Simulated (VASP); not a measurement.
# BaS in VASP: further runs

Runs on BaS. Level: PBEsol. Tasks: single point, relaxation of shape and atoms at fixed volume.

All numbers are computed with VASP 6.6.1; they aren't measurements. Logs are shortened: lines on timing, memory, paths and dates and some standing lists are left out, and cuts for length are marked.

## 1. The cell of the first run

It takes space group Pmm2 (No. 25, orthorhombic). The conventional cell has a = 5.342 Å, b = 5.342 Å, c = 3.809 Å, α = 90.00°, β = 90.00°, γ = 90.00°. Within 4.1 Å of Ba (site symmetry mm2) lie 8 S at 3.09 to 3.50 Å and 6 Ba at 3.81 to 3.82 Å. Within 4.1 Å of Ba (site symmetry mm2) lie 8 S at 3.13 to 3.45 Å and 6 Ba at 3.81 to 3.82 Å. S (site symmetry mm2) has 8 Ba at 3.09 to 3.50 Å and 6 S at 3.78 to 3.81 Å within 4.1 Å. S (site symmetry mm2) has 8 Ba at 3.13 to 3.45 Å and 6 S at 3.78 to 3.81 Å within 4.1 Å.

## 2. Single point, PBEsol (atom 3 (S) moved 0.08 Å along z)

Contents of INCAR:

```
SYSTEM = BaS
PREC     = Accurate       ! precision mode
ENCUT    = 520            ! plane-wave cutoff, eV
EDIFF    = 1E-7           ! SCF threshold, eV
ISMEAR   = 0              ! smearing method
SIGMA    = 0.05           ! smearing width, eV
LREAL    = .FALSE.        ! projectors in reciprocal space
LASPH    = .TRUE.         ! aspherical terms in the spheres
NELM     = 100            ! most SCF steps
ALGO     = Normal         ! electronic algorithm
ISIF     = 2              ! what is computed and relaxed
LWAVE    = .FALSE.        ! write WAVECAR
LCHARG   = .FALSE.        ! write CHGCAR
GGA      = PS             ! functional
NBANDS   = 24             ! bands
```

Contents of KPOINTS:

```
Automatic mesh
0
G
  6 6 8
  0 0 0
```

Contents of POSCAR:

```
BaS
1.0
    5.3420685581      0.0000000000      0.0000000000
    0.0000000000      5.3420685581      0.0000000000
    0.0000000000      0.0000000000      3.8088289349
Ba S
2 2
Direct
    0.5000000000      0.0000000000      0.4263630039
    0.0000000000      0.5000000000      0.5736369961
    0.0000000000      0.0000000000      0.0210038312
    0.5000000000      0.5000000000      0.0000000000
```

Potentials or basis: VASP PAW PBE potentials, release 64 (Ba_sv, S).

The run is started by

```sh
> cat potpaw_PBE.64/Ba_sv/POTCAR potpaw_PBE.64/S/POTCAR > POTCAR
> mpirun -np 1 vasp_std > vasp.out
```

OUTCAR:

```text
SYSTEM = BaS
   PREC = Accurate
   ENCUT = 520
   EDIFF = 1E-7
   ISMEAR = 0
   LREAL = .FALSE.
   LASPH = .TRUE.
   NELM = 100
   ISIF = 2
   GGA = PS

 ion  position               nearest neighbor table
   1  0.500  0.000  0.426-   3 3.09   3 3.09   4 3.13   4 3.13   4 3.45   4 3.45   3 3.50   3 3.50
                             2 3.82   2 3.82   2 3.82   2 3.82
   2  0.000  0.500  0.574-   4 3.13   4 3.13   3 3.17   3 3.17   3 3.40   3 3.40   4 3.45   4 3.45
                             1 3.82   1 3.82   1 3.82   1 3.82
   3  0.000  0.000  0.021-   1 3.09   1 3.09   2 3.17   2 3.17   2 3.40   2 3.40   1 3.50   1 3.50

   4  0.500  0.500  0.000-   1 3.13   2 3.13   1 3.13   2 3.13   2 3.45   1 3.45   2 3.45   1 3.45

  LATTYP: Found a simple tetragonal cell.
 ALAT       =     5.3420685581
 C/A-ratio  =     0.7129876552

  Lattice vectors:

 A1 = (   5.3420685581,   0.0000000000,   0.0000000000)
 A2 = (   0.0000000000,   5.3420685581,   0.0000000000)
 A3 = (   0.0000000000,   0.0000000000,   3.8088289349)

Analysis of symmetry for initial positions (statically):
=====================================================================
 Subroutine PRICEL returns:
 Original cell was already a primitive cell.

 Routine SETGRP: Setting up the symmetry group for a
 simple tetragonal supercell.

 Subroutine GETGRP returns: Found  4 space group operations
 (whereof  4 operations were pure point group operations)
 out of a pool of 16 trial point group operations.

The static configuration has the point symmetry C_2v.

Analysis of symmetry for dynamics (positions and initial velocities):
=====================================================================
 Subroutine PRICEL returns:
 Original cell was already a primitive cell.

 Routine SETGRP: Setting up the symmetry group for a
 simple tetragonal supercell.

 Subroutine GETGRP returns: Found  4 space group operations
 (whereof  4 operations were pure point group operations)
 out of a pool of 16 trial point group operations.

The dynamic configuration has the point symmetry C_2v.

 Subroutine INISYM returns: Found  4 space group operations
 (whereof  4 operations are pure point group operations),
 and found     1 'primitive' translations

----------------------------------------------------------------------------------------

                                     Primitive cell

  volume of cell :     108.6952

  direct lattice vectors                    reciprocal lattice vectors
[... 86 lines left out ...]
   LNONCOLLINEAR =      F non collinear calculations
   LSORBIT =      F    spin-orbit coupling
   LASPH  =      T    aspherical Exc in radial PAW
   ENCUT  =  520.0 eV  38.22 Ry    6.18 a.u.   9.93  9.93  7.08*2*pi/ulx,y,z
   NELM   =    100;   NELMIN=  2; NELMDL= -5     # of ELM steps
   EDIFF  = 0.1E-06   stopping-criterion for ELM
   LREAL  =      F    real-space projection
   EDIFFG = 0.1E-05   stopping-criterion for IOM
   NSW    =      0    number of steps for IOM
   IBRION =     -1    ionic relax: 0-MD 1-quasi-New 2-CG
   NFREE  =      0    steps in history (QN), initial steepest desc. (CG)
   ISIF   =      2    stress and relaxation
   ISYM   =      2    0-nonsym 1-usesym 2-fastsym
   POTIM  = 0.5000    time-step for ionic-motion
   TEBEG  =    0.0;   TEEND  =   0.0 temperature during run
   PSTRESS=    0.0 pullay stress
   NELECT =      32.0000    total number of electrons
   NUPDOWN=      -1.0000    fix difference up-down
   EMIN   =  10.00;   EMAX   =-10.00  energy-range for DOS
   EFERMI =   0.00;   METHOD = LEGACY
   ISMEAR =     0;   SIGMA  =   0.05  broadening in eV -4-tet -1-fermi 0-gaus
   EFERMI_NEDOS =   21; number of points for ismear=-14 and -15
   IALGO  =     38    algorithm
   IMIX   =      4    mixing-type and parameters
     AMIX     =   0.40;   BMIX     =  1.00
     AMIX_MAG =   1.60;   BMIX_MAG =  1.00
  volume/ion in A,a.u.               =      27.17       183.38
  Fermi-wavevector in a.u.,A,eV,Ry     =   1.089067  2.058039 16.137428  1.186067
  Thomas-Fermi vector in A             =   2.225262
   LORBIT       =      0    0 simple, 1 ext, 2 COOP (PROOUT), +10 PAW based schemes
   GGA     = PS    functional components
   LHFCALC =     F    Hartree Fock is set to
   AEXX    =    0.0000 exact exchange contribution
   IVDW    =     0    specifies the selected vdW correction
   LEPSILON=     F    determine dielectric tensor
   LRPA    =     F    only Hartree local field effects (RPA)
 non-spin polarized calculation
 Gauss-broadening in eV      SIGMA  =   0.05
  energy-cutoff  :      520.00
  volume of cell :      108.70
 maximum number of plane-waves:      2952
   NGX = 19   NGY = 19   NGZ = 15

 number of electron      31.9999996 magnetization

 Free energy of the ion-electron system (eV)
  ---------------------------------------------------
  ext. energy  EPLUGINS =         0.00000000
  ---------------------------------------------------
  free energy    TOTEN  =       -20.75780655 eV

  energy without entropy =      -20.75780655  energy(sigma->0) =      -20.75780655

 E-fermi :   3.2696     XC(G=0):  -9.7360

 val. band max:        3.0213586397   @ k =   0.0000   0.0000   0.0000
 cond. band min:       4.5138089810   @ k =   0.0000   0.0000   0.0000
 fundamental gap:      1.4924503414
 Fermi energy:         3.2695886000

 k-point     1 :       0.0000    0.0000    0.0000
  band No.  band energies     occupation
      1     -23.8004      2.00000
      2     -23.6001      2.00000
      3      -9.4912      2.00000
      4      -9.4842      2.00000
      5      -8.5983      2.00000
      6      -8.5931      2.00000
[... 637 lines left out ...]
     23       8.6990      0.00000
     24       9.2215      0.00000

 [... further k-points ...]
[... 5 lines left out ...]
  --------------------------------------------------------------------------------------
  -------------------------------------------------------------------------------------
  Total        1.1002636      0.6036282      0.7815930      0.0000000      0.0000000      0.0000000
  in kB       16.2179870      8.8975354     11.5207536      0.0000000      0.0000000      0.0000000
  external PRESSURE =      12.2120920 kB  Pullay stress =       0.0000000 kB

 VOLUME and BASIS-vectors are now :
 -----------------------------------------------------------------------------
  energy-cutoff  :      520.00
  volume of cell :      108.70
      direct lattice vectors                 reciprocal lattice vectors
     5.342068558  0.000000000  0.000000000     0.187193404  0.000000000  0.000000000
     0.000000000  5.342068558  0.000000000     0.000000000  0.187193404  0.000000000
     0.000000000  0.000000000  3.808828935     0.000000000  0.000000000  0.262547890

 POSITION                                       TOTAL-FORCE (eV/Angst)
 -----------------------------------------------------------------------------------
      2.67103      0.00000      1.62394         0.000000      0.000000      0.124261
      0.00000      2.67103      2.18489         0.000000      0.000000      0.025399
      0.00000      0.00000      0.08000         0.000000      0.000000     -0.135368
      2.67103      2.67103      0.00000         0.000000      0.000000     -0.014292
 -----------------------------------------------------------------------------------
    total drift:                                0.000000      0.000000      0.000179

  FREE ENERGIE OF THE ION-ELECTRON SYSTEM (eV)
  ---------------------------------------------------
  free  energy   TOTEN  =       -20.7578065474 eV

  energy  without entropy=      -20.7578065474  energy(sigma->0) =      -20.75780655
```

OSZICAR:

```text
N       E                     dE             d eps       ncg     rms          rms(c)
DAV:   1     0.188337778562E+03    0.18834E+03   -0.13980E+04  3840   0.117E+03
DAV:   2    -0.105025792960E+02   -0.19884E+03   -0.18661E+03  5544   0.221E+02
DAV:   3    -0.212455281704E+02   -0.10743E+02   -0.10631E+02  5072   0.529E+01
DAV:   4    -0.215012797979E+02   -0.25575E+00   -0.25547E+00  5696   0.773E+00
DAV:   5    -0.215052757124E+02   -0.39959E-02   -0.39950E-02  5064   0.811E-01    0.729E+00
DAV:   6    -0.207941856817E+02    0.71109E+00   -0.14415E+00  4696   0.580E+00    0.506E+00
DAV:   7    -0.207612706289E+02    0.32915E-01   -0.53743E-01  5376   0.319E+00    0.200E+00
DAV:   8    -0.207590255614E+02    0.22451E-02   -0.70975E-02  4584   0.116E+00    0.528E-01
DAV:   9    -0.207578047834E+02    0.12208E-02   -0.13693E-02  4848   0.647E-01    0.190E-01
DAV:  10    -0.207577449494E+02    0.59834E-04   -0.10451E-03  4856   0.179E-01    0.718E-02
DAV:  11    -0.207578078259E+02   -0.62877E-04   -0.36929E-04  4736   0.107E-01    0.473E-02
DAV:  12    -0.207578075549E+02    0.27098E-06   -0.22649E-05  4992   0.250E-02    0.450E-02
DAV:  13    -0.207578064500E+02    0.11049E-05   -0.41162E-06  4832   0.108E-02    0.126E-02
DAV:  14    -0.207578065771E+02   -0.12710E-06   -0.63884E-07  4680   0.413E-03    0.388E-03
DAV:  15    -0.207578065474E+02    0.29718E-07   -0.72356E-08  3488   0.167E-03
   1 F= -.20757807E+02 E0= -.20757807E+02  d E =-.233856E-14
```

Wall time 78 s (1 thread of Intel Xeon Platinum 8559C (Emerald Rapids), shared host); peak memory 0.31 GiB.

Results:

| Quantity | Value |
| --- | --- |
| Free energy | -20.7578 eV |
| Pressure | 1.2 GPa |
| Largest force | 0.135 eV/Å |
| Band gap on the k mesh | 1.49 eV |

Forces on the atoms (eV/Å):
```
Ba   0.000  0.000  0.124
Ba   0.000  0.000  0.025
S    0.000  0.000 -0.135
S    0.000  0.000 -0.014
```

Caveat: the cell differs from its parent crystal (atom 3 (S) moved 0.08 Å along z); the PAW data sets were made with another functional, which shifts forces and pressure a little; spin-orbit coupling is left out, which moves the levels of the heavy elements. A k mesh can miss the band edges.

[end of part 1 of 3]
